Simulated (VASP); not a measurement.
# W in VASP: further runs

The runs below take W through single point, with LDA.

Program: VASP 6.6.1. These are calculated values, not measurements. Logs are shortened: lines on timing, memory, paths and dates and some standing lists are left out, and cuts for length are marked.

## 1. The cell of the first run

It takes space group C2/m (No. 12, monoclinic). The conventional cell has a = 3.973 Å, b = 3.973 Å, c = 3.973 Å, α = 90.00°, β = 90.00°, γ = 90.00°. W (site symmetry m) has 12 W at 2.73 to 2.89 Å within 3.6 Å.

## 2. Single point, LDA (atoms displaced along a vibrational mode)

Input file INCAR:

```
PREC = Accurate
ENCUT = 500
EDIFF = 1E-6
ISMEAR = 0
SIGMA = 0.15
LREAL = False
LASPH = True
NELM = 120
ALGO = Normal
ISIF = 2
LWAVE = False
LCHARG = False
GGA = CA
NBANDS = 21
GGA_COMPAT = False
```

Input file KPOINTS:

```
Automatic mesh
0
Gamma
  16 16 12
```

Input file POSCAR:

```
W
1.0
    0.0000000000     -1.9864787844     -1.9864787844
    0.0000000000      1.9864787844     -1.9864787844
    3.9729575688      0.0000000000      0.0000000000
W
2
Direct
    0.5101687469      0.4898312531      0.4965768575
   -0.0101687469      0.0101687469      0.0034231425
```

Potentials or basis: VASP PAW LDA potentials, release 64 (W_sv).

Launch:

```
cat potpaw_LDA.64/W_sv/POTCAR > POTCAR
mpirun -np 1 vasp_std > vasp.out
```

OUTCAR:

```text
PREC = Accurate
   ENCUT = 500
   EDIFF = 1E-6
   ISMEAR = 0
   LREAL = False
   LASPH = True
   NELM = 120
   ISIF = 2
   GGA = CA

 ion  position               nearest neighbor table
   1  0.510  0.490  0.497-   2 2.73   2 2.77   2 2.79   2 2.79   2 2.83   2 2.83   2 2.85   2 2.89

   2  0.990  0.010  0.003-   1 2.73   1 2.77   1 2.79   1 2.79   1 2.83   1 2.83   1 2.85   1 2.89

  LATTYP: Found a simple tetragonal cell.
 ALAT       =     2.8093052383
 C/A-ratio  =     1.4142135624

  Lattice vectors:

 A1 = (   0.0000000000,  -1.9864787844,  -1.9864787844)
 A2 = (   0.0000000000,   1.9864787844,  -1.9864787844)
 A3 = (   3.9729575688,   0.0000000000,   0.0000000000)

Analysis of symmetry for initial positions (statically):
=====================================================================
 Subroutine PRICEL returns:
 Original cell was already a primitive cell.

 Routine SETGRP: Setting up the symmetry group for a
 simple tetragonal supercell.

 Subroutine GETGRP returns: Found  4 space group operations
 (whereof  2 operations were pure point group operations)
 out of a pool of 16 trial point group operations.

The static configuration has the point symmetry C_1h.
 The point group associated with its full space group is C_2h.

Analysis of symmetry for dynamics (positions and initial velocities):
=====================================================================
 Subroutine PRICEL returns:
 Original cell was already a primitive cell.

 Routine SETGRP: Setting up the symmetry group for a
 simple tetragonal supercell.

 Subroutine GETGRP returns: Found  4 space group operations
 (whereof  2 operations were pure point group operations)
 out of a pool of 16 trial point group operations.

The dynamic configuration has the point symmetry C_1h.
 The point group associated with its full space group is C_2h.

 Subroutine INISYM returns: Found  4 space group operations
 (whereof  2 operations are pure point group operations),
 and found     1 'primitive' translations

----------------------------------------------------------------------------------------

                                     Primitive cell

  volume of cell :      31.3554

  direct lattice vectors                    reciprocal lattice vectors
     0.000000000 -1.986478784 -1.986478784     0.000000000 -0.251701656 -0.251701656
     0.000000000  1.986478784 -1.986478784     0.000000000  0.251701656 -0.251701656
     3.972957569  0.000000000  0.000000000     0.251701656  0.000000000  0.000000000

  length of vectors
     2.809305238  2.809305238  3.972957569     0.355959896  0.355959896  0.251701656

  position of ions in fractional coordinates (direct lattice)
     0.510168747  0.489831253  0.496576858
     0.989831253  0.010168747  0.003423142

  ion indices of the primitive-cell ions
   primitive index   ion index
                 1           1
                 2           2

----------------------------------------------------------------------------------------

 KPOINTS: Automatic mesh

Automatic generation of k-mesh.
 Grid dimensions read from file:
 generate k-points for:   16   16   12

 Generating k-lattice:

  Cartesian coordinates                     Fractional coordinates (reciprocal lattice)
     0.000000000 -0.015731354 -0.015731354     0.062500000  0.000000000  0.000000000
     0.000000000  0.015731354 -0.015731354     0.000000000  0.062500000  0.000000000
     0.020975138  0.000000000  0.000000000     0.000000000  0.000000000  0.083333333

  Length of vectors
     0.022247493  0.022247493  0.020975138

  Shift w.r.t. Gamma in fractional coordinates (k-lattice)
     0.000000000  0.000000000  0.000000000

 Subroutine IBZKPT returns following result:
 ===========================================

 Found    826 irreducible k-points:

 Following reciprocal coordinates:
            Coordinates               Weight
  0.000000  0.000000  0.000000      1.000000
  0.062500  0.000000  0.000000      4.000000
  0.125000  0.000000  0.000000      4.000000
  0.187500  0.000000  0.000000      4.000000
  0.250000  0.000000  0.000000      4.000000
  0.312500  0.000000  0.000000      4.000000
[... 16 lines left out ...]
 -0.062500  0.437500  0.000000      4.000000
  0.500000  0.062500  0.000000      4.000000
 [... further k-points ...]
   k-points           NKPTS =    826   k-points in BZ     NKDIM =    826   number of bands    NBANDS=     21
   number of dos      NEDOS =    301   number of ions     NIONS =      2
   total plane-waves  NPLWV =  12000
   dimension x,y,z NGX =    20 NGY =   20 NGZ =   30
   dimension x,y,z NGXF=    40 NGYF=   40 NGZF=   60
   ions per type =               2
   NGX,Y,Z   is equivalent  to a cutoff of  11.84, 11.84, 12.55 a.u.
   NGXF,Y,Z  is equivalent  to a cutoff of  23.67, 23.67, 25.11 a.u.
 SYSTEM =  unknown system
   PREC   = accura    normal or accurate (medium, high low for compatibility)
   ISTART =      0    job   : 0-new  1-cont  2-samecut
   ICHARG =      2    charge: 1-file 2-atom 10-const
   ISPIN  =      1    spin polarized calculation?
   LNONCOLLINEAR =      F non collinear calculations
   LSORBIT =      F    spin-orbit coupling
   LASPH  =      T    aspherical Exc in radial PAW
   ENCUT  =  500.0 eV  36.75 Ry    6.06 a.u.   5.12  5.12  7.24*2*pi/ulx,y,z
   NELM   =    120;   NELMIN=  2; NELMDL= -5     # of ELM steps
   EDIFF  = 0.1E-05   stopping-criterion for ELM
   LREAL  =      F    real-space projection
   EDIFFG = 0.1E-04   stopping-criterion for IOM
   NSW    =      0    number of steps for IOM
   IBRION =     -1    ionic relax: 0-MD 1-quasi-New 2-CG
   NFREE  =      0    steps in history (QN), initial steepest desc. (CG)
   ISIF   =      2    stress and relaxation
   ISYM   =      2    0-nonsym 1-usesym 2-fastsym
   POTIM  = 0.5000    time-step for ionic-motion
   TEBEG  =    0.0;   TEEND  =   0.0 temperature during run
   PSTRESS=    0.0 pullay stress
   NELECT =      28.0000    total number of electrons
   NUPDOWN=      -1.0000    fix difference up-down
   EMIN   =  10.00;   EMAX   =-10.00  energy-range for DOS
   EFERMI =   0.00;   METHOD = LEGACY
   ISMEAR =     0;   SIGMA  =   0.15  broadening in eV -4-tet -1-fermi 0-gaus
   EFERMI_NEDOS =   21; number of points for ismear=-14 and -15
   IALGO  =     38    algorithm
   IMIX   =      4    mixing-type and parameters
     AMIX     =   0.40;   BMIX     =  1.00
     AMIX_MAG =   1.60;   BMIX_MAG =  1.00
  volume/ion in A,a.u.               =      15.68       105.80
  Fermi-wavevector in a.u.,A,eV,Ry     =   1.576486  2.979127 33.814690  2.485310
  Thomas-Fermi vector in A             =   2.677312
   LORBIT       =      0    0 simple, 1 ext, 2 COOP (PROOUT), +10 PAW based schemes
   GGA     = CA    functional components
   LHFCALC =     F    Hartree Fock is set to
   AEXX    =    0.0000 exact exchange contribution
   IVDW    =     0    specifies the selected vdW correction
   LEPSILON=     F    determine dielectric tensor
   LRPA    =     F    only Hartree local field effects (RPA)
 non-spin polarized calculation
 Gauss-broadening in eV      SIGMA  =   0.15
  energy-cutoff  :      500.00
  volume of cell :       31.36
 maximum number of plane-waves:       830
   NGX = 11   NGY = 11   NGZ = 15

 number of electron      28.0000006 magnetization

 Free energy of the ion-electron system (eV)
  ---------------------------------------------------
  ext. energy  EPLUGINS =         0.00000000
  ---------------------------------------------------
  free energy    TOTEN  =       -27.21704216 eV

  energy without entropy =      -27.19069237  energy(sigma->0) =      -27.20386727

 E-fermi :  10.9980     XC(G=0): -13.8773

 val. band max:       10.9980125145   @ k =  -0.4375  -0.1250   0.3333
 cond. band min:      10.9982098198   @ k =  -0.0625   0.1875   0.1667
 fundamental gap:      0.0001973054
 Fermi energy:        10.9980238876

 k-point     1 :       0.0000    0.0000    0.0000
  band No.  band energies     occupation
      1     -62.1360      2.00000
      2     -61.9537      2.00000
      3     -27.2266      2.00000
      4     -26.4419      2.00000
      5     -26.4389      2.00000
      6     -25.9527      2.00000
[... 13 lines left out ...]
     20      17.1446      0.00000
     21      23.2530      0.00000

 k-point     2 :       0.0625    0.0000    0.0000
  band No.  band energies     occupation
      1     -62.1325      2.00000
      2     -61.9537      2.00000
      3     -27.2125      2.00000
      4     -26.4650      2.00000
      5     -26.4335      2.00000
      6     -25.9842      2.00000
[... 13 lines left out ...]
     20      17.7437      0.00000
     21      22.5209      0.00000

 k-point     3 :       0.1250    0.0000    0.0000
  band No.  band energies     occupation
      1     -62.1226      2.00000
      2     -61.9539      2.00000
      3     -27.1710      2.00000
      4     -26.5336      2.00000
      5     -26.4136      2.00000
      6     -26.0826      2.00000
[... 13 lines left out ...]
     20      19.0250      0.00000
     21      21.2844      0.00000

 k-point     4 :       0.1875    0.0000    0.0000
  band No.  band energies     occupation
      1     -62.1071      2.00000
      2     -61.9548      2.00000
      3     -27.1042      2.00000
      4     -26.6330      2.00000
      5     -26.3828      2.00000
      6     -26.2288      2.00000
[... 13 lines left out ...]
     20      20.0810      0.00000
     21      20.4999      0.00000

 k-point     5 :       0.2500    0.0000    0.0000
  band No.  band energies     occupation
      1     -62.0875      2.00000
      2     -61.9572      2.00000
      3     -27.0159      2.00000
      4     -26.7446      2.00000
      5     -26.4110      2.00000
      6     -26.3331      2.00000
[... 13 lines left out ...]
     20      19.1118      0.00000
     21      22.0562      0.00000
[... 382 lines left out ...]
     20      18.5623      0.00000
     21      24.2319      0.00000

 k-point    22 :       0.4375    0.0625    0.0000
  band No.  band energies     occupation
      1     -62.0207      2.00000
      2     -61.9790      2.00000
      3     -26.9601      2.00000
      4     -26.8753      2.00000
      5     -26.6624      2.00000
      6     -26.3781      2.00000
[... 13 lines left out ...]
     20      18.5196      0.00000
     21      23.8442      0.00000

 k-point    23 :      -0.0625    0.4375    0.0000
  band No.  band energies     occupation
      1     -62.0207      2.00000
      2     -61.9790      2.00000
      3     -26.9600      2.00000
      4     -26.8754      2.00000
      5     -26.6621      2.00000
      6     -26.3783      2.00000
[... 13 lines left out ...]
     20      18.5253      0.00000
     21      23.8328      0.00000

 k-point    24 :       0.5000    0.0625    0.0000
  band No.  band energies     occupation
      1     -62.0096      2.00000
      2     -61.9867      2.00000
      3     -26.9464      2.00000
      4     -26.9407      2.00000
      5     -26.5921      2.00000
      6     -26.4456      2.00000
[... 13 lines left out ...]
     20      18.2679      0.00000
     21      23.9290      0.00000

 [... further k-points ...]

------------------------ aborting loop because EDIFF is reached ----------------------------------------

  FORCE on cell =-STRESS in cart. coord.  units (eV):
  Direction    XX          YY          ZZ          XY          YZ          ZX
  --------------------------------------------------------------------------------------
  -------------------------------------------------------------------------------------
  Total        0.4632551      0.3052817      0.4927286     -0.0989005      0.0000000      0.0000000
  in kB       23.6711299     15.5990994     25.1771481     -5.0535569      0.0000000      0.0000000
  external PRESSURE =      21.4824591 kB  Pullay stress =       0.0000000 kB

 VOLUME and BASIS-vectors are now :
 -----------------------------------------------------------------------------
  energy-cutoff  :      500.00
  volume of cell :       31.36
      direct lattice vectors                 reciprocal lattice vectors
     0.000000000 -1.986478784 -1.986478784     0.000000000 -0.251701656 -0.251701656
     0.000000000  1.986478784 -1.986478784     0.000000000  0.251701656 -0.251701656
     3.972957569  0.000000000  0.000000000     0.251701656  0.000000000  0.000000000

 POSITION                                       TOTAL-FORCE (eV/Angst)
 -----------------------------------------------------------------------------------
      1.97288     -0.04040     -1.98648         0.442764      0.304470      0.000000
      0.01360     -1.94608     -1.98648        -0.442764     -0.304470      0.000000
 -----------------------------------------------------------------------------------
    total drift:                                0.000000     -0.000000     -0.000000

  FREE ENERGIE OF THE ION-ELECTRON SYSTEM (eV)
  ---------------------------------------------------
  free  energy   TOTEN  =       -27.2170421574 eV

  energy  without entropy=      -27.1906923746  energy(sigma->0) =      -27.20386727
```

It took 4.5 min on 1 thread of Intel Xeon Platinum 8259CL at 2.50GHz (Skylake/Cascade Lake), shared host; peak memory 0.46 GiB.

What came out:

```
Free energy            : -27.2170 eV
Pressure               : 2.1 GPa
Largest force          : 0.537 eV/Å
Band gap on the k mesh : zero (bands 14 and 15 overlap by 3.88 eV)
```

Forces on the atoms (eV/Å):
```
W    0.443  0.304  0.000
W   -0.443 -0.304  0.000
```

Caveat: the cell differs from its parent crystal (atoms displaced along a vibrational mode); spin-orbit coupling is left out, which moves the levels of the heavy elements.

## 3. Single point, LDA (atoms displaced along a vibrational mode)

Input file INCAR:

```
SYSTEM = W
PREC = Accurate
ENCUT = 500
EDIFF = 1E-6
ISMEAR = 0
SIGMA = 0.15
LREAL = .FALSE.
LASPH = .TRUE.
NELM = 120
ALGO = Normal
ISIF = 2
LWAVE = .FALSE.
LCHARG = .FALSE.
NBANDS = 21
GGA_COMPAT = .FALSE.
```

Input file KPOINTS:

```
Automatic mesh
0
G
  16 16 12
  0 0 0
```

Input file POSCAR:

```
W
1.0
    0.0000000000     -1.9864787844     -1.9864787844
    0.0000000000      1.9864787844     -1.9864787844
    3.9729575688      0.0000000000      0.0000000000
W
2
Direct
    0.5101687469      0.4898312531      0.4897305724
   -0.0101687469      0.0101687469      0.0102694276
```

Potentials or basis: VASP PAW LDA potentials, release 64 (W_sv).

Launch:

```
cat potpaw_LDA.64/W_sv/POTCAR > POTCAR
mpirun -np 1 vasp_std > vasp.out
```

It took 2.5 min on 1 thread of Intel Xeon 6975P-C (Granite Rapids), shared host; peak memory 0.45 GiB.

It converged, with:

| Item | Value |
| --- | --- |
| Free energy | -27.1699 eV |
| Pressure | 3.0 GPa |
| Largest force | 1.312 eV/Å |
| Band gap on the k mesh | zero (bands 14 and 15 overlap by 3.90 eV) |

Forces in eV/Å, atoms in the order of the input:
```
W    1.281  0.283  0.000
W   -1.281 -0.283  0.000
```

Stress tensor (GPa, compression positive):
```
 0.94 -1.41  0.00
-1.41  3.50  0.00
 0.00  0.00  4.47
```

Levels at points of the mesh, in eV from the Fermi level:
| k point | band 10 | band 11 | band 12 | band 13 | band 14 | band 15 | band 16 | band 17 | band 18 | band 19 |
| --- | --- | --- | --- | --- | --- | --- | --- | --- | --- | --- |
| (0.00, 0.00, 0.00) | -5.83 | -4.85 | -0.71 | -0.67 | -0.60 | 2.42 | 2.63 | 3.72 | 5.26 | 6.02 |
| (0.50, 0.00, 0.00) | -4.01 | -2.54 | -2.23 | -1.98 | -1.58 | 0.69 | 0.78 | 2.18 | 2.74 | 6.81 |
| (0.50, 0.50, 0.00) | -5.82 | -4.82 | -4.80 | 3.35 | 3.46 | 5.24 | 5.40 | 5.99 | 6.06 | 6.10 |
| (0.00, 0.00, 0.50) | -6.01 | -3.50 | -2.85 | -0.72 | 0.36 | 1.42 | 1.42 | 1.90 | 1.92 | 3.56 |
| (0.50, 0.00, 0.50) | -5.83 | -0.97 | -0.96 | -0.91 | -0.86 | 0.93 | 0.94 | 5.24 | 5.27 | 5.33 |
| (0.50, 0.50, 0.50) | -4.00 | -2.30 | -2.29 | -1.87 | -1.86 | 1.34 | 1.35 | 6.12 | 6.13 | 10.40 |

Caveat: the cell differs from its parent crystal (atoms displaced along a vibrational mode); spin-orbit coupling is left out, which moves the levels of the heavy elements; forces of over 1 eV/Å act on the atoms, so gaps and moduli don't describe the material at rest.

## 4. Single point, LDA (atoms displaced along a vibrational mode)

Input file INCAR:

```
ALGO = Normal
EDIFF = 1E-6
ENCUT = 500
GGA_COMPAT = F
ISIF = 2
ISMEAR = 0
LASPH = T
LCHARG = F
LREAL = F
LWAVE = F
NBANDS = 21
NELM = 120
PREC = Accurate
SIGMA = 0.15
```

Input file KPOINTS:

```
k-points
0
Gamma
  16 16 12
```

Input file POSCAR:

```
W
1.0
    0.0000000000     -1.9864787844     -1.9864787844
    0.0000000000      1.9864787844     -1.9864787844
    3.9729575688      0.0000000000      0.0000000000
W
2
Direct
    0.5101687469      0.4898312531      0.4931537150
   -0.0101687469      0.0101687469      0.0068462850
```

Launch:

```
cat potpaw_LDA.64/W_sv/POTCAR > POTCAR
mpirun -np 1 vasp_std > vasp.out
```

Wall time 2.5 min (1 thread of Intel Xeon 6975P-C (Granite Rapids), shared host); peak memory 0.46 GiB.

Results (log left out):

```yaml
Free_energy: -27.1992 eV
Pressure: 2.5 GPa
Largest_force: 0.919 eV/Å
Band_gap_on_the_k_mesh: zero (bands 14 and 15 overlap by 3.88 eV)
```

Forces in eV/Å, atoms in the order of the input:
```
W    0.870  0.297  0.000
W   -0.870 -0.297  0.000
```

Stress tensor (GPa, compression positive):
```
 1.77 -0.98  0.00
-0.98  2.32  0.00
 0.00  0.00  3.28
```

Levels at points of the mesh, in eV from the Fermi level:
```
           k point  band 12  band 13  band 14  band 15  band 16  band 17
(0.00, 0.00, 0.00)    -0.69    -0.65    -0.61     2.53     2.66     3.59
(0.50, 0.00, 0.00)    -2.13    -2.06    -1.67     0.75     0.86     2.12
(0.50, 0.50, 0.00)    -4.80     3.35     3.46     5.26     5.41     6.03
(0.00, 0.00, 0.50)    -2.95    -0.54     0.18     1.50     1.51     1.83
(0.50, 0.00, 0.50)    -0.94    -0.89    -0.87     0.94     0.95     5.27
(0.50, 0.50, 0.50)    -2.21    -1.93    -1.92     1.34     1.34     6.14
```

Caveat: the cell differs from its parent crystal (atoms displaced along a vibrational mode); spin-orbit coupling is left out, which moves the levels of the heavy elements.

[end of part 1 of 2]
